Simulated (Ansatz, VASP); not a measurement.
# NaH3: VASP beside Ansatz

```
Na H
1.0
    -0.00984    0.00386    4.57666
     6.17472    0.77041   -0.00224
    -2.43061    3.88143   -0.00872
Na H
2 6
Direct
  0.25006 0.62526 0.87524
  0.74995 0.62475 0.37476
  0.24997 0.62508 0.37513
  0.74978 0.17165 0.84237
  0.24991 0.17139 0.34206
  0.75006 0.07864 0.90796
  0.25023 0.07838 0.40766
  0.75004 0.62486 0.87483
```

Change from the starting cell: Ni3Sn (D0_19) type (P6_3/mmc, No. 194); cell x1, atoms moved at random (sigma 0.15 Å) and cell strained at random (1.5 %), then relaxed without symmetry.

Alike in both runs: functional PBE; k mesh 6 × 6 × 6; occupations gaussian, width 0.1 eV; no spin polarisation.

Ansatz relaxed the structure, and its values are those at the end. VASP's run is a single point on that final structure, the one shown.

|  | VASP | Ansatz |
| --- | --- | --- |
| version | VASP 6.6.1 | Ansatz 0.2.0 |
| potentials or method | VASP PAW PBE potentials, release 64 (Na_pv, H), cutoff 520 eV | scalar-relativistic, plane waves, PAW |
| valence electrons in the cell | 20 | 24 |

|  | VASP | Ansatz | Ansatz less VASP |
| --- | --- | --- | --- |
| gap on the k mesh at the Fermi level (eV) | 2.97 | 2.97 | +0.002 |
| least direct gap on the mesh (eV) | 2.97 | 2.97 | +0.002 |
| pressure (GPa) | -0.1 | 0.0 | +0.10 |
| rms of the force components (eV/Å) | 0.004 | 0.001 | -0.0036 |

VASP's potentials hold 20 valence electrons a cell and Ansatz's 24, so a difference there can come from the potentials and not from the codes.
